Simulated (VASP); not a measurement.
# MgZn2O3 (P-3m1) in VASP: settings compared

MgZn2O3 is run at these levels: PBEsol+D3(BJ), PBEsol, BLYP+D3(BJ); tasks: single point, relaxation of cell and atoms.

Program: VASP 6.6.1. These are calculated values, not measurements. Logs are shortened: lines on timing, memory, paths and dates and some standing lists are left out, and cuts for length are marked.

### 1 The cell of the first run

Symmetry: P-3m1, No. 164, trigonal system. Conventional cell: a = 2.986 Å, b = 2.986 Å, c = 7.279 Å, α = 90.00°, β = 90.00°, γ = 120.00°. Within 2.8 Å of Mg (site symmetry -3m) lie 6 O at 2.09 Å. Within 2.8 Å of Zn (site symmetry 3m) lie 6 O at 2.12 Å. O (site symmetry 3m) has 3 Mg at 2.09 Å and 3 Zn at 2.12 Å within 2.8 Å. O (site symmetry -3m) has 6 Zn at 2.12 Å within 2.8 Å.

### 2 Single point, PBEsol+D3(BJ)

The input, INCAR:

```
PREC     = Accurate       # precision mode
ENCUT    = 520            # plane-wave cutoff, eV
EDIFF    = 1E-6           # SCF threshold, eV
ISMEAR   = 0              # smearing method
SIGMA    = 0.01           # smearing width, eV
LREAL    = F              # projectors in reciprocal space
LASPH    = T              # aspherical terms in the spheres
NELM     = 100            # most SCF steps
ALGO     = Normal         # electronic algorithm
ISIF     = 2              # what is computed and relaxed
LWAVE    = F              # write WAVECAR
LCHARG   = F              # write CHGCAR
GGA      = PS             # functional
IVDW     = 12             # dispersion correction
NBANDS   = 31             # bands
```

The input, KPOINTS:

```
regular mesh
0
Gamma
  12 12 4
```

The input, POSCAR:

```
MgZn2O3
1.0
    2.9862493372     -0.0000000028      0.0000000000
   -1.4931246662      2.5861677895      0.0000000000
    0.0000000000      0.0000000000      7.2792952280
Mg Zn O
1 2 3
Direct
    0.0000000000      0.0000000000      0.0000000000
    0.3333333333      0.6666666667      0.6683984949
    0.6666666667      0.3333333333      0.3316015051
    0.3333333333      0.6666666667      0.1614387365
    0.6666666667      0.3333333333      0.8385612635
    0.0000000000      0.0000000000      0.5000000000
```

Potentials or basis: VASP PAW PBE potentials, release 64 (Mg, Zn, O).

Run with:

```
$ cat potpaw_PBE.64/Mg/POTCAR potpaw_PBE.64/Zn/POTCAR potpaw_PBE.64/O/POTCAR > POTCAR
$ mpirun -np 1 vasp_std > vasp.out
```

OUTCAR:

```text
PREC = Accurate
   ENCUT = 520
   EDIFF = 1E-6
   ISMEAR = 0
   LREAL = F
   LASPH = T
   NELM = 100
   ISIF = 2
   GGA = PS
   IVDW = 12
 IVDW          = 12

 ion  position               nearest neighbor table
   1  0.000  0.000  0.000-   4 2.09   5 2.09   5 2.09   4 2.09   5 2.09   4 2.09   2 2.97   3 2.97
                             2 2.97   3 2.97   3 2.97   2 2.97
   2  0.333  0.667  0.668-   6 2.12   6 2.12   6 2.12   5 2.12   5 2.12   5 2.12   1 2.97   1 2.97
                             1 2.97   3 3.00   3 3.00   3 3.00
   3  0.667  0.333  0.332-   6 2.12   6 2.12   6 2.12   4 2.12   4 2.12   4 2.12   1 2.97   1 2.97
                             1 2.97   2 3.00   2 3.00   2 3.00
   4  0.333  0.667  0.161-   1 2.09   1 2.09   1 2.09   3 2.12   3 2.12   3 2.12
   5  0.667  0.333  0.839-   1 2.09   1 2.09   1 2.09   2 2.12   2 2.12   2 2.12
   6  0.000  0.000  0.500-   2 2.12   3 2.12   3 2.12   2 2.12   3 2.12   2 2.12

  LATTYP: Found a hexagonal cell.
 ALAT       =     2.9862493372
 C/A-ratio  =     2.4376046358

  Lattice vectors:

 A1 = (   2.9862493372,  -0.0000000028,   0.0000000000)
 A2 = (  -1.4931246662,   2.5861677895,   0.0000000000)
 A3 = (   0.0000000000,   0.0000000000,   7.2792952280)

Analysis of symmetry for initial positions (statically):
=====================================================================
 Subroutine PRICEL returns:
 Original cell was already a primitive cell.

 Routine SETGRP: Setting up the symmetry group for a
 hexagonal supercell.

 Subroutine GETGRP returns: Found 12 space group operations
 (whereof 12 operations were pure point group operations)
 out of a pool of 24 trial point group operations.

The static configuration has the point symmetry D_3d.

Analysis of symmetry for dynamics (positions and initial velocities):
=====================================================================
 Subroutine PRICEL returns:
 Original cell was already a primitive cell.

 Routine SETGRP: Setting up the symmetry group for a
 hexagonal supercell.

 Subroutine GETGRP returns: Found 12 space group operations
 (whereof 12 operations were pure point group operations)
 out of a pool of 24 trial point group operations.

The dynamic configuration has the point symmetry D_3d.

 Subroutine INISYM returns: Found 12 space group operations
 (whereof 12 operations are pure point group operations),
 and found     1 'primitive' translations

----------------------------------------------------------------------------------------

                                     Primitive cell

  volume of cell :      56.2176

  direct lattice vectors                    reciprocal lattice vectors
     2.986249337 -0.000000003  0.000000000     0.334868220  0.193336257  0.000000000
    -1.493124666  2.586167790  0.000000000     0.000000000  0.386672514  0.000000000
     0.000000000  0.000000000  7.279295228     0.000000000  0.000000000  0.137375937

  length of vectors
     2.986249337  2.986249337  7.279295228     0.386672514  0.386672514  0.137375937

  position of ions in fractional coordinates (direct lattice)
     0.000000000  0.000000000  0.000000000
     0.333333333  0.666666667  0.668398495
     0.666666667  0.333333333  0.331601505
     0.333333333  0.666666667  0.161438737
     0.666666667  0.333333333  0.838561263
     0.000000000  0.000000000  0.500000000

  ion indices of the primitive-cell ions
   primitive index   ion index
                 1           1
                 2           2
                 3           3
                 4           4
                 5           5
                 6           6

----------------------------------------------------------------------------------------

 KPOINTS: regular mesh

Automatic generation of k-mesh.
 Grid dimensions read from file:
 generate k-points for:   12   12    4

 Generating k-lattice:

  Cartesian coordinates                     Fractional coordinates (reciprocal lattice)
     0.027905685  0.016111355  0.000000000     0.083333333 -0.000000000  0.000000000
     0.000000000  0.032222709  0.000000000    -0.000000000  0.083333333  0.000000000
     0.000000000  0.000000000  0.034343984     0.000000000  0.000000000  0.250000000

  Length of vectors
     0.032222709  0.032222709  0.034343984

  Shift w.r.t. Gamma in fractional coordinates (k-lattice)
     0.000000000  0.000000000  0.000000000

 Subroutine IBZKPT returns following result:
 ===========================================

 Found     69 irreducible k-points:

 Following reciprocal coordinates:
            Coordinates               Weight
  0.000000  0.000000  0.000000      1.000000
  0.083333 -0.000000  0.000000      6.000000
  0.166667 -0.000000  0.000000      6.000000
  0.250000  0.000000  0.000000      6.000000
  0.333333  0.000000  0.000000      6.000000
  0.416667  0.000000  0.000000      6.000000
[... 16 lines left out ...]
  0.166667 -0.000000  0.250000      6.000000
  0.000000  0.166667  0.250000      6.000000
 [... further k-points ...]
   k-points           NKPTS =     69   k-points in BZ     NKDIM =     69   number of bands    NBANDS=     31
   number of dos      NEDOS =    301   number of ions     NIONS =      6
   total plane-waves  NPLWV =  31104
   dimension x,y,z NGX =    24 NGY =   24 NGZ =   54
   dimension x,y,z NGXF=    48 NGYF=   48 NGZF=  108
   ions per type =               1   2   3
   NGX,Y,Z   is equivalent  to a cutoff of  13.36, 13.36, 12.33 a.u.
   NGXF,Y,Z  is equivalent  to a cutoff of  26.72, 26.72, 24.67 a.u.
 SYSTEM =  unknown system
   PREC   = accura    normal or accurate (medium, high low for compatibility)
   ISTART =      0    job   : 0-new  1-cont  2-samecut
   ICHARG =      2    charge: 1-file 2-atom 10-const
   ISPIN  =      1    spin polarized calculation?
   LNONCOLLINEAR =      F non collinear calculations
   LSORBIT =      F    spin-orbit coupling
   LASPH  =      T    aspherical Exc in radial PAW
   ENCUT  =  520.0 eV  38.22 Ry    6.18 a.u.   5.55  5.55 13.53*2*pi/ulx,y,z
   NELM   =    100;   NELMIN=  2; NELMDL= -5     # of ELM steps
   EDIFF  = 0.1E-05   stopping-criterion for ELM
   LREAL  =      F    real-space projection
   EDIFFG = 0.1E-04   stopping-criterion for IOM
   NSW    =      0    number of steps for IOM
   IBRION =     -1    ionic relax: 0-MD 1-quasi-New 2-CG
   NFREE  =      0    steps in history (QN), initial steepest desc. (CG)
   ISIF   =      2    stress and relaxation
   ISYM   =      2    0-nonsym 1-usesym 2-fastsym
   POTIM  = 0.5000    time-step for ionic-motion
   TEBEG  =    0.0;   TEEND  =   0.0 temperature during run
   PSTRESS=    0.0 pullay stress
   NELECT =      44.0000    total number of electrons
   NUPDOWN=      -1.0000    fix difference up-down
   EMIN   =  10.00;   EMAX   =-10.00  energy-range for DOS
   EFERMI =   0.00;   METHOD = LEGACY
   ISMEAR =     0;   SIGMA  =   0.01  broadening in eV -4-tet -1-fermi 0-gaus
   EFERMI_NEDOS =   21; number of points for ismear=-14 and -15
   IALGO  =     38    algorithm
   IMIX   =      4    mixing-type and parameters
     AMIX     =   0.40;   BMIX     =  1.00
     AMIX_MAG =   1.60;   BMIX_MAG =  1.00
  volume/ion in A,a.u.               =       9.37        63.23
  Fermi-wavevector in a.u.,A,eV,Ry     =   1.508696  2.851022 30.969079  2.276163
  Thomas-Fermi vector in A             =   2.619116
   LORBIT       =      0    0 simple, 1 ext, 2 COOP (PROOUT), +10 PAW based schemes
   GGA     = PS    functional components
   LHFCALC =     F    Hartree Fock is set to
   AEXX    =    0.0000 exact exchange contribution
   IVDW    =    12    specifies the selected vdW correction
   LEPSILON=     F    determine dielectric tensor
   LRPA    =     F    only Hartree local field effects (RPA)
 non-spin polarized calculation
 Gauss-broadening in eV      SIGMA  =   0.01
  energy-cutoff  :      520.00
  volume of cell :       56.22
 maximum number of plane-waves:      1547
 NGX is ok and might be reduce to    24
   NGX = 11   NGY = 11   NGZ = 27

 number of electron      43.9999991 magnetization

 Free energy of the ion-electron system (eV)
  ---------------------------------------------------
  ext. energy  EPLUGINS =         0.00000000
  ---------------------------------------------------
  free energy    TOTEN  =       -31.47727065 eV

  energy without entropy =      -31.47727065  energy(sigma->0) =      -31.47727065

 E-fermi :   3.2431     XC(G=0): -12.3018

 val. band max:        3.1228320031   @ k =   0.0000   0.0000   0.0000
 cond. band min:       5.1012247241   @ k =   0.0000   0.0000   0.0000
 fundamental gap:      1.9783927210
 Fermi energy:         3.2430876374

 k-point     1 :       0.0000    0.0000    0.0000
  band No.  band energies     occupation
      1     -15.3445      2.00000
      2     -14.3364      2.00000
      3     -14.2173      2.00000
      4      -3.4260      2.00000
      5      -2.5358      2.00000
      6      -2.3123      2.00000
[... 23 lines left out ...]
     30      18.3602      0.00000
     31      18.3602      0.00000

 k-point     2 :       0.0833   -0.0000    0.0000
  band No.  band energies     occupation
      1     -15.2719      2.00000
      2     -14.2991      2.00000
      3     -14.1763      2.00000
      4      -3.3627      2.00000
      5      -2.6688      2.00000
      6      -2.2887      2.00000
[... 23 lines left out ...]
     30      17.3511      0.00000
     31      18.4179      0.00000

 k-point     3 :       0.1667   -0.0000    0.0000
  band No.  band energies     occupation
      1     -15.0647      2.00000
      2     -14.1957      2.00000
      3     -14.0626      2.00000
      4      -3.2039      2.00000
      5      -2.8267      2.00000
      6      -2.2365      2.00000
[... 703 lines left out ...]
     30      16.9252      0.00000
     31      17.2348      0.00000

 k-point    24 :       0.0000    0.1667    0.2500
  band No.  band energies     occupation
      1     -14.9971      2.00000
      2     -14.4557      2.00000
      3     -13.8649      2.00000
      4      -3.3969      2.00000
      5      -2.6018      2.00000
      6      -2.2383      2.00000
[... 23 lines left out ...]
     30      16.8398      0.00000
     31      17.3854      0.00000

 [... further k-points ...]

------------------------ aborting loop because EDIFF is reached ----------------------------------------

 Edisp (eV)   -1.42637

 E8    (eV) :    -0.8647

  FORCE on cell =-STRESS in cart. coord.  units (eV):
  Direction    XX          YY          ZZ          XY          YZ          ZX
  --------------------------------------------------------------------------------------
  -------------------------------------------------------------------------------------
  Total       0.26982     0.26982     0.26076    -0.00000     0.00000    -0.00000
  in kB       7.68967     7.68967     7.43169    -0.00000     0.00000    -0.00000
  external pressure =        7.60 kB  Pullay stress =        0.00 kB

 VOLUME and BASIS-vectors are now :
 -----------------------------------------------------------------------------
  energy-cutoff  :      520.00
  volume of cell :       56.22
      direct lattice vectors                 reciprocal lattice vectors
     2.986249337 -0.000000003  0.000000000     0.334868220  0.193336257  0.000000000
    -1.493124666  2.586167790  0.000000000     0.000000000  0.386672514  0.000000000
     0.000000000  0.000000000  7.279295228     0.000000000  0.000000000  0.137375937

 POSITION                                       TOTAL-FORCE (eV/Angst)
 -----------------------------------------------------------------------------------
      0.00000      0.00000      0.00000        -0.000000     -0.000000      0.000000
      0.00000      1.72411      4.86547        -0.000000      0.000000      0.009414
      1.49312      0.86206      2.41383         0.000000      0.000000     -0.009414
      0.00000      1.72411      1.17516         0.000000     -0.000000     -0.076401
      1.49312      0.86206      6.10414        -0.000000     -0.000000      0.076401
      0.00000      0.00000      3.63965        -0.000000     -0.000000      0.000000
 -----------------------------------------------------------------------------------
    total drift:                                0.000000     -0.000000      0.000000

  FREE ENERGIE OF THE ION-ELECTRON SYSTEM (eV)
  ---------------------------------------------------
  free  energy   TOTEN  =       -32.9036399735 eV

  energy  without entropy=      -32.9036399735  energy(sigma->0) =      -32.90363997
```

Run time: 97 s. Hardware: 1 thread of AMD EPYC 9R45 (Zen 5), shared host; peak memory 0.24 GiB.

What came out:

```
Free energy                : -32.9036 eV
Pressure                   : 0.8 GPa
Largest force              : 0.076 eV/Å
Band gap on the k mesh     : 1.98 eV
Dispersion energy per atom : -0.238 eV
```

Forces in eV/Å, atoms in the order of the input:
```
Mg   0.000  0.000  0.000
Zn   0.000  0.000  0.009
Zn   0.000  0.000 -0.009
O    0.000  0.000 -0.076
O    0.000  0.000  0.076
O    0.000  0.000  0.000
```

Levels at points of the mesh, in eV from the valence-band top:
| k point | band 18 | band 19 | band 20 | band 21 | band 22 | band 23 | band 24 | band 25 | band 26 | band 27 |
| --- | --- | --- | --- | --- | --- | --- | --- | --- | --- | --- |
| (0.00, 0.00, 0.00) | -1.09 | -0.99 | -0.99 | 0.00 | 0.00 | 1.98 | 5.64 | 5.71 | 10.63 | 11.49 |
| (0.50, 0.00, 0.00) | -2.56 | -1.70 | -1.25 | -0.73 | -0.33 | 5.39 | 6.99 | 7.48 | 9.21 | 10.07 |
| (0.00, 0.00, 0.50) | -1.38 | -0.63 | -0.63 | -0.11 | -0.11 | 3.33 | 4.26 | 6.03 | 10.68 | 12.88 |
| (0.50, 0.00, 0.50) | -2.38 | -2.18 | -1.60 | -0.15 | -0.11 | 5.80 | 6.05 | 7.47 | 9.54 | 10.53 |

Caveat: the PAW data sets were made with another functional, which shifts forces and pressure a little.

### 3 Single point, PBEsol

This run uses another cell than the first one, of 9.58 Å³/atom.

The input, INCAR:

```
ALGO = Normal ; EDIFF = 1E-6
ENCUT = 520 ; GGA = PS
ISIF = 2 ; ISMEAR = 0
LASPH = T ; LCHARG = T
LELF = T ; LREAL = F
LVHAR = T ; LWAVE = F
NBANDS = 31 ; NELM = 100
PREC = Accurate ; SIGMA = 0.01
```

The input, KPOINTS:

```
k-points
0
Gamma
  12 12 4
```

The input, POSCAR:

```
MgZn2O3
1.0
    3.0088268609     -0.0000000028      0.0000000000
   -1.5044134280      2.6057204985      0.0000000000
    0.0000000000      0.0000000000      7.3340890209
Mg Zn O
1 2 3
Direct
    0.0000000000      0.0000000000      0.0000000000
    0.3333333333      0.6666666667      0.6682306260
    0.6666666667      0.3333333333      0.3317693740
    0.3333333333      0.6666666667      0.1617325796
    0.6666666667      0.3333333333      0.8382674204
    0.0000000000      0.0000000000      0.5000000000
```

Potentials or basis: VASP PAW PBE potentials, release 64 (Mg, Zn, O).

Run with:

```
$ cat potpaw_PBE.64/Mg/POTCAR potpaw_PBE.64/Zn/POTCAR potpaw_PBE.64/O/POTCAR > POTCAR
$ mpirun -np 1 vasp_std > vasp.out
```

It took 95 s on 1 thread of AMD EPYC 9R45 (Zen 5), shared host; peak memory 0.22 GiB.

It converged, with:

```yaml
Free_energy: -31.5004 eV
Pressure: 0.6 GPa
Largest_force: 0.073 eV/Å
Band_gap_on_the_k_mesh: 1.85 eV
```

Forces on the atoms (eV/Å):
```
Mg   0.000  0.000  0.000
Zn   0.000  0.000  0.008
Zn   0.000  0.000 -0.008
O    0.000  0.000 -0.073
O    0.000  0.000  0.073
O    0.000  0.000  0.000
```

Levels at points of the mesh, in eV from the valence-band top:
| k point | band 19 | band 20 | band 21 | band 22 | band 23 | band 24 | band 25 | band 26 |
| --- | --- | --- | --- | --- | --- | --- | --- | --- |
| (0.00, 0.00, 0.00) | -0.94 | -0.94 | 0.00 | 0.00 | 1.85 | 5.52 | 5.61 | 10.50 |
| (0.50, 0.00, 0.00) | -1.67 | -1.20 | -0.73 | -0.32 | 5.26 | 6.92 | 7.36 | 9.06 |
| (0.00, 0.00, 0.50) | -0.59 | -0.59 | -0.10 | -0.10 | 3.22 | 4.12 | 5.97 | 10.46 |
| (0.50, 0.00, 0.50) | -2.14 | -1.55 | -0.15 | -0.11 | 5.68 | 5.98 | 7.32 | 9.48 |

Caveat: the PAW data sets were made with another functional, which shifts forces and pressure a little.

(Part 1 of 2 ends here.)
